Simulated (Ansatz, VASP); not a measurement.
# EuSb: VASP beside Ansatz

```
Eu Sb
1.0
     4.21608    0.00000    0.00000
    -2.10804    3.65124    0.00000
     0.00000    0.00000    4.40627
Eu Sb
1 1
Direct
  0.00000 0.00000 0.00000
  0.66667 0.33333 0.50000
```

Alike in both runs: functional PBE; k mesh 10 × 10 × 8; occupations gaussian, width 0.05 eV; collinear spin.

Ansatz relaxed the structure, and its values are those at the end. VASP's run is a single point on that final structure, the one shown.

|  | VASP | Ansatz |
| --- | --- | --- |
| version | VASP 6.6.1 | Ansatz 0.2.0 |
| potentials or method | VASP PAW PBE potentials, release 64 (Eu, Sb), cutoff 520 eV | scalar-relativistic, plane waves, PAW |
| valence electrons in the cell | 22 | 32 |

```tsv
	VASP	Ansatz	Ansatz less VASP
gap on the k mesh at the Fermi level (eV)	none	none	-
pressure (GPa)	-0.1	0.0	+0.14
net moment per atom (μB)	3.35	3.35	+0.003
size of the moment on the site where the two differ most (μB)	6.49	6.70	+0.209
```

Site moments also hang on the region over which each program counts them. A gap of «none» marks a metal or a gap that the smearing closes. With one functional, cell and mesh, what is left measures potentials, basis and numerics. VASP's potentials hold 22 valence electrons a cell and Ansatz's 32, so a difference there can come from the potentials and not from the codes. Ansatz's warnings: given moment on shells.

Neither program's run includes spin-orbit coupling.
